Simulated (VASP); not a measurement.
# LiCl (Fm-3m) in VASP: a series of runs

LiCl is run at these levels: BLYP+D3(BJ), PBEsol; tasks: relaxation of cell and atoms, single point.

Everything below comes from runs of VASP 6.6.1. Logs are shortened: lines on timing, memory, paths and dates and some standing lists are left out, and cuts for length are marked.

**1. The cell of the first run**

The structure is cubic, space group Fm-3m (No. 225). Conventional cell: a = 5.130 Å, b = 5.130 Å, c = 5.130 Å, α = 90.00°, β = 90.00°, γ = 90.00°. Within 3.4 Å of Cl (site symmetry m-3m) lie 6 Li at 2.56 Å. Li (site symmetry m-3m) has 6 Cl at 2.56 Å within 3.4 Å.

**2. Relaxation of cell and atoms, BLYP+D3(BJ)**

File INCAR:

```
SYSTEM = LiCl
AGGAC = 1.0 ; AGGAX = 1.0
ALDAC = 0.0 ; ALDAX = 1.0
ALGO = Normal ; EDIFF = 1E-6
EDIFFG = -0.01 ; ENCUT = 600
GGA = B5 ; IBRION = 2
ISIF = 3 ; ISMEAR = -1
IVDW = 12 ; LASPH = .TRUE.
LCHARG = .FALSE. ; LREAL = .FALSE.
LWAVE = .FALSE. ; NELM = 80
NSW = 80 ; PREC = Accurate
SIGMA = 0.05 ; VDW_A1 = 0.4298
VDW_A2 = 4.2359 ; VDW_S6 = 1.0
VDW_S8 = 2.6996
```

File KPOINTS:

```
k-points
0
G
  9 9 9
  0 0 0
```

File POSCAR:

```
LiCl
1.0
    0.0000000000      2.5647700000      2.5647700000
    2.5647700000      0.0000000000      2.5647700000
    2.5647700000      2.5647700000      0.0000000000
Cl Li
1 1
Direct
    0.5000000000      0.5000000000      0.5000000000
    0.0000000000      0.0000000000      0.0000000000
```

Potentials or basis: VASP PAW PBE potentials, release 64 (Cl, Li_sv).

Command:

```console
$ cat potpaw_PBE.64/Cl/POTCAR potpaw_PBE.64/Li_sv/POTCAR > POTCAR
$ mpirun -np 1 vasp_std > vasp.out
```

OUTCAR:

```text
SYSTEM = LiCl
   EDIFF = 1E-6
   EDIFFG = -0.01
   ENCUT = 600
   GGA = B5
   IBRION = 2
   ISIF = 3
   ISMEAR = -1
   IVDW = 12
   LASPH = .TRUE.
   LREAL = .FALSE.
   NELM = 80
   NSW = 80
   PREC = Accurate
 IVDW          = 12

 ion  position               nearest neighbor table
   1  0.500  0.500  0.500-   2 2.56   2 2.56   2 2.56   2 2.56   2 2.56   2 2.56
   2  0.000  0.000  0.000-   1 2.56   1 2.56   1 2.56   1 2.56   1 2.56   1 2.56

  LATTYP: Found a face centered cubic cell.
 ALAT       =     5.1295400000

  Lattice vectors:

 A1 = (   0.0000000000,   2.5647700000,   2.5647700000)
 A2 = (   2.5647700000,   0.0000000000,   2.5647700000)
 A3 = (   2.5647700000,   2.5647700000,   0.0000000000)

Analysis of symmetry for initial positions (statically):
=====================================================================
 Subroutine PRICEL returns:
 Original cell was already a primitive cell.

 Routine SETGRP: Setting up the symmetry group for a
 face centered cubic supercell.

 Subroutine GETGRP returns: Found 48 space group operations
 (whereof 48 operations were pure point group operations)
 out of a pool of 48 trial point group operations.

The static configuration has the point symmetry O_h .

Analysis of symmetry for dynamics (positions and initial velocities):
=====================================================================
 Subroutine PRICEL returns:
 Original cell was already a primitive cell.

 Routine SETGRP: Setting up the symmetry group for a
 face centered cubic supercell.

 Subroutine GETGRP returns: Found 48 space group operations
 (whereof 48 operations were pure point group operations)
 out of a pool of 48 trial point group operations.

The dynamic configuration has the point symmetry O_h .

 Subroutine INISYM returns: Found 48 space group operations
 (whereof 48 operations are pure point group operations),
 and found     1 'primitive' translations

----------------------------------------------------------------------------------------

                                     Primitive cell

  volume of cell :      33.7423

  direct lattice vectors                    reciprocal lattice vectors
     0.000000000  2.564770000  2.564770000    -0.194949255  0.194949255  0.194949255
     2.564770000  0.000000000  2.564770000     0.194949255 -0.194949255  0.194949255
     2.564770000  2.564770000  0.000000000     0.194949255  0.194949255 -0.194949255

  length of vectors
     3.627132518  3.627132518  3.627132518     0.337662014  0.337662014  0.337662014

  position of ions in fractional coordinates (direct lattice)
     0.500000000  0.500000000  0.500000000
     0.000000000  0.000000000  0.000000000

  ion indices of the primitive-cell ions
   primitive index   ion index
                 1           1
                 2           2

----------------------------------------------------------------------------------------

 KPOINTS: k-points

Automatic generation of k-mesh.
 Grid dimensions read from file:
 generate k-points for:    9    9    9

 Generating k-lattice:

  Cartesian coordinates                     Fractional coordinates (reciprocal lattice)
    -0.021661028  0.021661028  0.021661028     0.111111111  0.000000000  0.000000000
     0.021661028 -0.021661028  0.021661028     0.000000000  0.111111111  0.000000000
     0.021661028  0.021661028 -0.021661028     0.000000000  0.000000000  0.111111111

  Length of vectors
     0.037518002  0.037518002  0.037518002

  Shift w.r.t. Gamma in fractional coordinates (k-lattice)
     0.000000000  0.000000000  0.000000000

 Subroutine IBZKPT returns following result:
 ===========================================

 Found     35 irreducible k-points:

 Following reciprocal coordinates:
            Coordinates               Weight
  0.000000  0.000000  0.000000      1.000000
  0.111111  0.000000  0.000000      8.000000
  0.222222  0.000000  0.000000      8.000000
  0.333333  0.000000  0.000000      8.000000
  0.444444  0.000000  0.000000      8.000000
  0.111111  0.111111  0.000000      6.000000
[... 16 lines left out ...]
 -0.333333  0.333333  0.000000     12.000000
  0.444444  0.444444  0.000000      6.000000
 [... further k-points ...]
   k-points           NKPTS =     35   k-points in BZ     NKDIM =     35   number of bands    NBANDS=      9
   number of dos      NEDOS =    301   number of ions     NIONS =      2
   total plane-waves  NPLWV =  27000
   dimension x,y,z NGX =    30 NGY =   30 NGZ =   30
   dimension x,y,z NGXF=    60 NGYF=   60 NGZF=   60
   ions per type =               1   1
   NGX,Y,Z   is equivalent  to a cutoff of  13.75, 13.75, 13.75 a.u.
   NGXF,Y,Z  is equivalent  to a cutoff of  27.50, 27.50, 27.50 a.u.
 SYSTEM =  LiCl
   PREC   = accura    normal or accurate (medium, high low for compatibility)
   ISTART =      0    job   : 0-new  1-cont  2-samecut
   ICHARG =      2    charge: 1-file 2-atom 10-const
   ISPIN  =      1    spin polarized calculation?
   LNONCOLLINEAR =      F non collinear calculations
   LSORBIT =      F    spin-orbit coupling
   LASPH  =      T    aspherical Exc in radial PAW
   ENCUT  =  600.0 eV  44.10 Ry    6.64 a.u.   7.24  7.24  7.24*2*pi/ulx,y,z
   NELM   =     80;   NELMIN=  2; NELMDL= -5     # of ELM steps
   EDIFF  = 0.1E-05   stopping-criterion for ELM
   LREAL  =      F    real-space projection
   EDIFFG = -.1E-01   stopping-criterion for IOM
   NSW    =     80    number of steps for IOM
   IBRION =      2    ionic relax: 0-MD 1-quasi-New 2-CG
   NFREE  =      1    steps in history (QN), initial steepest desc. (CG)
   ISIF   =      3    stress and relaxation
   ISYM   =      2    0-nonsym 1-usesym 2-fastsym
   POTIM  = 0.5000    time-step for ionic-motion
   TEBEG  =    0.0;   TEEND  =   0.0 temperature during run
   PSTRESS=    0.0 pullay stress
   NELECT =      10.0000    total number of electrons
   NUPDOWN=      -1.0000    fix difference up-down
   EMIN   =  10.00;   EMAX   =-10.00  energy-range for DOS
   EFERMI =   0.00;   METHOD = LEGACY
   ISMEAR =    -1;   SIGMA  =   0.05  broadening in eV -4-tet -1-fermi 0-gaus
   EFERMI_NEDOS =   21; number of points for ismear=-14 and -15
   IALGO  =     38    algorithm
   IMIX   =      4    mixing-type and parameters
     AMIX     =   0.40;   BMIX     =  1.00
     AMIX_MAG =   1.60;   BMIX_MAG =  1.00
  volume/ion in A,a.u.               =      16.87       113.85
  Fermi-wavevector in a.u.,A,eV,Ry     =   1.091482  2.062601 16.209056  1.191332
  Thomas-Fermi vector in A             =   2.227728
   LORBIT       =      0    0 simple, 1 ext, 2 COOP (PROOUT), +10 PAW based schemes
   GGA     = B5    functional components
   LHFCALC =     F    Hartree Fock is set to
   AEXX    =    0.0000 exact exchange contribution
   IVDW    =    12    specifies the selected vdW correction
   LEPSILON=     F    determine dielectric tensor
   LRPA    =     F    only Hartree local field effects (RPA)
 conjugate gradient relaxation of ions
 non-spin polarized calculation
  energy-cutoff  :      600.00
  volume of cell :       33.74
 maximum number of plane-waves:      1147
 NGX is ok and might be reduce to    30
   NGX = 15   NGY = 15   NGZ = 15

--------------------------------------- Ionic step        1  -------------------------------------------

 number of electron      10.0000003 magnetization

 Free energy of the ion-electron system (eV)
  ---------------------------------------------------
  ext. energy  EPLUGINS =         0.00000000
  ---------------------------------------------------
  free energy    TOTEN  =        -7.02287829 eV

  energy without entropy =       -7.02287829  energy(sigma->0) =       -7.02287829

------------------------ aborting loop because EDIFF is reached ----------------------------------------

 Edisp (eV)   -0.96421

 E8    (eV) :    -0.6617

  FORCE on cell =-STRESS in cart. coord.  units (eV):
  Direction    XX          YY          ZZ          XY          YZ          ZX
  --------------------------------------------------------------------------------------
  -------------------------------------------------------------------------------------
  Total      -0.62003    -0.62003    -0.62003    -0.00000     0.00000    -0.00000
  in kB     -29.44092   -29.44092   -29.44092    -0.00000     0.00000    -0.00000
  external pressure =      -29.44 kB  Pullay stress =        0.00 kB
[... 61 lines left out ...]
  energy  without entropy=       -8.0080256795  energy(sigma->0) =       -8.00802568

--------------------------------------- Ionic step        3  -------------------------------------------

 number of electron       9.9999998 magnetization

 Free energy of the ion-electron system (eV)
  ---------------------------------------------------
  ext. energy  EPLUGINS =         0.00000000
  ---------------------------------------------------
  free energy    TOTEN  =        -6.95979580 eV

  energy without entropy =       -6.95979580  energy(sigma->0) =       -6.95979580

 E-fermi :   2.8111     XC(G=0):  -8.6736

 val. band max:        1.5759099239   @ k =   0.0000   0.0000   0.0000
 cond. band min:       8.6233682202   @ k =   0.0000   0.0000   0.0000
 fundamental gap:      7.0474582963
 Fermi energy:         2.8111143988

 k-point     1 :       0.0000    0.0000    0.0000
  band No.  band energies     occupation
      1     -42.4307      2.00000
      2     -12.0975      2.00000
      3       1.5759      2.00000
      4       1.5759      2.00000
      5       1.5759      2.00000
      6       8.6234      0.00000
      7      13.6539      0.00000
      8      13.6539      0.00000
      9      13.6539      0.00000
[... 265 lines left out ...]
 k-point    24 :       0.4444    0.4444    0.0000
  band No.  band energies     occupation
      1     -42.4257      2.00000
      2     -11.1432      2.00000
      3      -1.5763      2.00000
      4       0.3526      2.00000
      5       0.3526      2.00000
      6       9.7825      0.00000
      7       9.9865      0.00000
      8      14.6169      0.00000
      9      16.2212      0.00000

 [... further k-points ...]

------------------------ aborting loop because EDIFF is reached ----------------------------------------

 Edisp (eV)   -1.05440

 E8    (eV) :    -0.7234

  FORCE on cell =-STRESS in cart. coord.  units (eV):
  Direction    XX          YY          ZZ          XY          YZ          ZX
  --------------------------------------------------------------------------------------
  -------------------------------------------------------------------------------------
  Total       0.00378     0.00378     0.00378     0.00000    -0.00000     0.00000
  in kB       0.19561     0.19561     0.19561     0.00000    -0.00000     0.00000
  external pressure =        0.20 kB  Pullay stress =        0.00 kB
[... 17 lines left out ...]
  FREE ENERGIE OF THE ION-ELECTRON SYSTEM (eV)
  ---------------------------------------------------
  free  energy   TOTEN  =        -8.0141915682 eV

  energy  without entropy=       -8.0141915682  energy(sigma->0) =       -8.01419157

 reached required accuracy - stopping structural energy minimisation
```

Wall time 30 s (1 thread of Intel Xeon 6975P-C (Granite Rapids), shared host); peak memory 0.17 GiB.

What came out:

```yaml
Free_energy: -8.0142 eV
Relaxed_volume: 15.48 Å³/atom
Relaxed_cell: a = 3.525 Å, b = 3.525 Å, c = 3.525 Å, α = 60.00°, β = 60.00°, γ = 60.00°
Space_group_after_relaxing_to_0.05_Å: Fm-3m (No. 225)
Energy_gained_by_relaxing: 13.6 meV/atom
Ionic_steps: 3
Pressure_after_relaxing: 0.0 GPa
Band_gap_on_the_k_mesh: 7.05 eV, direct
Dispersion_energy_per_atom: -0.527 eV
```

Step by step:
```tsv
step	energy change (eV)	largest force (eV/Å)	pressure (GPa)	volume (Å³)
1	0.0000	0.0000	-2.94	33.74
2	-0.0209	0.0000	-1.53	32.25
3	-0.0271	0.0000	0.02	30.96
```

Final structure:
```
CELL_PARAMETERS angstrom
0.00000 2.49230 2.49230
2.49230 0.00000 2.49230
2.49230 2.49230 0.00000
ATOMIC_POSITIONS crystal
Cl 0.50000 0.50000 0.50000
Li 0.00000 0.00000 0.00000
```

Caveat: the cutoff is under 1.25 times the usual one of these potentials, so pressure, stress and relaxed cells hold a basis-set (Pulay) error; the PAW data sets were made with another functional, which shifts forces and pressure a little. A k mesh can miss the band edges.

**3. Single point, PBEsol (volume scaled by 0.94)**

File INCAR:

```
SYSTEM = LiCl
ALGO = Normal
EDIFF = 1E-7
ENCUT = 520
GGA = PS
ISIF = 2
ISMEAR = -1
LASPH = .True.
LCHARG = .False.
LREAL = .False.
LWAVE = .False.
NBANDS = 12
NELM = 80
PREC = Accurate
SIGMA = 0.05
```

File KPOINTS:

```
k-points
0
Gamma
  9 9 9
  0 0 0
```

File POSCAR:

```
LiCl
1.0
    0.0000000000      2.5124130641      2.5124130641
    2.5124130641      0.0000000000      2.5124130641
    2.5124130641      2.5124130641      0.0000000000
Cl Li
1 1
Direct
    0.5000000000      0.5000000000      0.5000000000
    0.0000000000      0.0000000000      0.0000000000
```

Potentials or basis: VASP PAW PBE potentials, release 64 (Cl, Li_sv).

Command:

```console
$ cat potpaw_PBE.64/Cl/POTCAR potpaw_PBE.64/Li_sv/POTCAR > POTCAR
$ mpirun -np 1 vasp_std > vasp.out
```

OUTCAR:

```text
SYSTEM = LiCl
   EDIFF = 1E-7
   ENCUT = 520
   GGA = PS
   ISIF = 2
   ISMEAR = -1
   LASPH = .True.
   LREAL = .False.
   NELM = 80
   PREC = Accurate

 ion  position               nearest neighbor table
   1  0.500  0.500  0.500-   2 2.51   2 2.51   2 2.51   2 2.51   2 2.51   2 2.51
   2  0.000  0.000  0.000-   1 2.51   1 2.51   1 2.51   1 2.51   1 2.51   1 2.51

  LATTYP: Found a face centered cubic cell.
 ALAT       =     5.0248261282

  Lattice vectors:

[... 549 lines left out ...]

  FORCE on cell =-STRESS in cart. coord.  units (eV):
  Direction    XX          YY          ZZ          XY          YZ          ZX
  --------------------------------------------------------------------------------------
  -------------------------------------------------------------------------------------
  Total        0.1571583      0.1571583      0.1571583      0.0000000      0.0000000     -0.0000000
  in kB        7.9386178      7.9386178      7.9386178      0.0000000      0.0000000     -0.0000000
  external PRESSURE =       7.9386178 kB  Pullay stress =       0.0000000 kB

 VOLUME and BASIS-vectors are now :
 -----------------------------------------------------------------------------
  energy-cutoff  :      520.00
  volume of cell :       31.72
      direct lattice vectors                 reciprocal lattice vectors
     0.000000000  2.512413064  2.512413064    -0.199011861  0.199011861  0.199011861
     2.512413064  0.000000000  2.512413064     0.199011861 -0.199011861  0.199011861
     2.512413064  2.512413064  0.000000000     0.199011861  0.199011861 -0.199011861

 POSITION                                       TOTAL-FORCE (eV/Angst)
 -----------------------------------------------------------------------------------
      2.51241      2.51241      2.51241         0.000000     -0.000000     -0.000000
      0.00000      0.00000      0.00000        -0.000000      0.000000      0.000000
 -----------------------------------------------------------------------------------
    total drift:                                0.000000      0.000000      0.000000

  FREE ENERGIE OF THE ION-ELECTRON SYSTEM (eV)
  ---------------------------------------------------
  free  energy   TOTEN  =        -7.6369441740 eV

  energy  without entropy=       -7.6369441740  energy(sigma->0) =       -7.63694417
```

OSZICAR:

```text
N       E                     dE             d eps       ncg     rms          rms(c)
DAV:   1     0.389925027684E+02    0.38993E+02   -0.41172E+03   840   0.776E+02
DAV:   2    -0.538362394300E+01   -0.44376E+02   -0.42511E+02  1072   0.145E+02
DAV:   3    -0.762905022588E+01   -0.22454E+01   -0.22390E+01  1100   0.330E+01
DAV:   4    -0.768733687035E+01   -0.58287E-01   -0.58257E-01  1156   0.545E+00
DAV:   5    -0.768797868257E+01   -0.64181E-03   -0.64181E-03  1144   0.517E-01    0.238E+00
DAV:   6    -0.763673188288E+01    0.51247E-01   -0.97232E-02  1040   0.146E+00    0.161E+00
DAV:   7    -0.763530271610E+01    0.14292E-02   -0.32559E-02  1292   0.969E-01    0.761E-01
DAV:   8    -0.763693577294E+01   -0.16331E-02   -0.31883E-03  1052   0.397E-01    0.106E-01
DAV:   9    -0.763692139812E+01    0.14375E-04   -0.12150E-04  1064   0.779E-02    0.320E-02
DAV:  10    -0.763694337110E+01   -0.21973E-04   -0.36630E-05  1004   0.431E-02    0.237E-02
DAV:  11    -0.763694396840E+01   -0.59730E-06   -0.44042E-06  1040   0.137E-02    0.203E-03
DAV:  12    -0.763694407796E+01   -0.10956E-06   -0.15330E-07  1024   0.319E-03    0.170E-03
DAV:  13    -0.763694418020E+01   -0.10224E-06   -0.23743E-08   552   0.105E-03    0.167E-04
DAV:  14    -0.763694417403E+01    0.61739E-08   -0.41477E-09   488   0.523E-04
   1 F= -.76369442E+01 E0= -.76369442E+01  d E =-.176655E-11
```

Wall time 14 s (1 thread of Intel Xeon 6975P-C, shared host); peak memory 0.15 GiB.

What came out:

```
Free energy            : -7.6369 eV
Band gap on the k mesh : 6.50 eV, direct
```

Levels at points of the mesh, in eV from the valence-band top:
| k point | band 1 | band 2 | band 3 | band 4 | band 5 | band 6 | band 7 | band 8 | band 9 | band 10 |
| --- | --- | --- | --- | --- | --- | --- | --- | --- | --- | --- |
| (0.00, 0.00, 0.00) | -42.72 | -13.62 | 0.00 | 0.00 | 0.00 | 6.50 | 11.86 | 11.86 | 11.86 | 14.75 |

Caveat: the cell differs from its parent crystal (volume scaled by 0.94); the cutoff is under 1.25 times the usual one of these potentials, so pressure, stress and relaxed cells hold a basis-set (Pulay) error; the PAW data sets were made with another functional, which shifts forces and pressure a little. A k mesh can miss the band edges.
